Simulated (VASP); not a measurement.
Here is a VASP 6.6.1 calculation.

The input INCAR:

```
  ALGO = Normal
  EDIFF = 1E-6
  ENCUT = 520
  GGA = PE
  ISIF = 2
  ISMEAR = 0
  LASPH = T
  LCHARG = T
  LELF = T
  LREAL = F
  LVHAR = T
  LWAVE = F
  NBANDS = 19
  NELM = 100
  PREC = Accurate
  SIGMA = 0.1
```

KPOINTS

```
k-points
0
Gamma
  6 6 2
```

POSCAR

```
Al5As
1.0
    4.2555763600      0.0000000000      0.0000000000
   -2.1277881800      3.6854372300      0.0000000000
    0.0000000000      0.0000000000      7.9045706200
Al As
5 1
Direct
    0.3333333300      0.6666666700      0.1924413800
    0.3333333300      0.6666666700      0.8075586200
    0.6666666700      0.3333333300      0.8075586200
    0.6666666700      0.3333333300      0.1924413800
    0.0000000000      0.0000000000      0.5000000000
    0.0000000000      0.0000000000      0.0000000000
```

Potentials or basis: VASP PAW PBE potentials, release 64 (Al, As).

Command:

```sh
$ cat potpaw_PBE.64/Al/POTCAR potpaw_PBE.64/As/POTCAR > POTCAR
$ mpirun -np 1 vasp_std > vasp.out
```

**Question.** Predict the largest force.

**Answer.** 0.809 eV/Å.

**Question.** Estimate the pressure.

**Answer.** 5.2 GPa.

**Question.** Estimate the band gap on the k mesh.

**Answer.** Zero (bands 10 and 11 overlap by 1.44 eV).

Stress tensor (GPa, compression positive):
```
 9.18  0.00  0.00
 0.00  9.18  0.00
 0.00  0.00 -2.91
```

Caveat: the k points lie up to 0.40 Å⁻¹ apart, too coarse for converged energies and pressures of a metal.
